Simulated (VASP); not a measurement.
A run of VASP 6.6.1 is set up as follows.

The input INCAR:

```
PREC = Accurate
ENCUT = 520
EDIFF = 1E-7
ISMEAR = 0
SIGMA = 0.1
LREAL = False
LASPH = True
NELM = 60
ALGO = Normal
ISIF = 2
LWAVE = False
LCHARG = False
GGA = PE
NBANDS = 46
```

The input KPOINTS:

```
regular mesh
0
Gamma
  6 6 2
```

POSCAR

```
SiGe5
1.0
    2.9173620100      0.0000000000      0.0000000000
   -1.4586810100      2.5265096100      0.0000000000
    0.0000000000      0.0000000000     14.1805404900
Si Ge
1 5
Direct
    0.0000000000      0.0000000000      0.0000000000
    0.6666666700      0.3333333300      0.8353336500
    0.0000000000      0.0000000000      0.6676422400
    0.6666666700      0.3333333300      0.5000000000
    0.0000000000      0.0000000000      0.3323577600
    0.6666666700      0.3333333300      0.1646663500
```

Potentials or basis: VASP PAW PBE potentials, release 64 (Si, Ge_d).

The run is started by

```console
$ cat potpaw_PBE.64/Si/POTCAR potpaw_PBE.64/Ge_d/POTCAR > POTCAR
$ mpirun -np 1 vasp_std > vasp.out
```

**Question.** Predict the band gap on the k mesh.

**Answer.** Zero (band 37 reaches 14.83 eV, above the bottom of band 38 at 4.73 eV).

**Question.** What does it give for the pressure?

**Answer.** 5.9 GPa.

**Question.** What does it give for the largest force?

**Answer.** 0.443 eV/Å.

Stress tensor (GPa, compression positive):
```
7.43 0.00 0.00
0.00 7.43 0.00
0.00 0.00 2.93
```

Caveat: the k points lie up to 0.41 Å⁻¹ apart.
